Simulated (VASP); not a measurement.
A run of VASP 6.6.1 is set up as follows.

The input POSCAR:

```
GaN
1.0
    3.1799996605      0.0000000000      0.0000000000
   -1.5899998303      2.8365793047      0.0000000000
    0.0000000000      0.0000000000      5.1660000000
Ga N
2 2
Direct
    0.3333333333      0.6666666667      0.0000000000
    0.6666666667      0.3333333333      0.5000000000
    0.3333333333      0.6666666667      0.3750000000
    0.6666666667      0.3333333333      0.8750000000
```

INCAR.step1

```
ALGO     = Normal         # electronic algorithm
EDIFF    = 1E-4           # SCF threshold, eV
ENCUT    = 520            # plane-wave cutoff, eV
GGA      = PE             # functional
ISMEAR   = 0              # smearing method
LASPH    = True           # aspherical terms in the spheres
LCHARG   = False          # write CHGCAR
LREAL    = False          # projectors in reciprocal space
LWAVE    = True           # write WAVECAR
NBANDS   = 26             # bands
NELM     = 100            # most SCF steps
PREC     = Accurate       # precision mode
SIGMA    = 0.05           # smearing width, eV
```

The input INCAR.step2:

```
ALGO     = Normal         # electronic algorithm
EDIFF    = 1E-6           # SCF threshold, eV
ENCUT    = 520            # plane-wave cutoff, eV
ISIF     = 2              # what is computed and relaxed
ISMEAR   = 0              # smearing method
ISTART   = 1            
LASPH    = True           # aspherical terms in the spheres
LCHARG   = True           # write CHGCAR
LELF     = True           # ELF
LMIXTAU  = True         
LREAL    = False          # projectors in reciprocal space
LVHAR    = True         
LWAVE    = False          # write WAVECAR
METAGGA  = R2SCAN         # meta-GGA
NBANDS   = 26             # bands
NELM     = 100            # most SCF steps
PREC     = Accurate       # precision mode
SIGMA    = 0.05           # smearing width, eV
```

File KPOINTS:

```
k-points
0
Gamma
  12 12 6
```

Potentials or basis: VASP PAW PBE potentials, release 64 (Ga_d, N).

The run is started by

```sh
$ cat potpaw_PBE.64/Ga_d/POTCAR potpaw_PBE.64/N/POTCAR > POTCAR
$ cp INCAR.step1 INCAR
$ mpirun -np 1 vasp_std > vasp.out
$ cp INCAR.step2 INCAR
$ mpirun -np 1 vasp_std > vasp.out
```

What does it give for the pressure?

-3.3 GPa.

Estimate the largest force.

0.356 eV/Å.

Predict the band gap on the k mesh.

2.13 eV.

Stress tensor (GPa, compression positive):
```
 -1.40   0.00   0.00
  0.00 -10.13   0.00
  0.00   0.00   1.59
```

Caveat: the cell differs from its parent crystal (strain +0.0300 x Voigt [0, 1, 0, 0, 0, 0]); the cell stands under tension; the PAW data sets were made with another functional, which shifts forces and pressure a little.
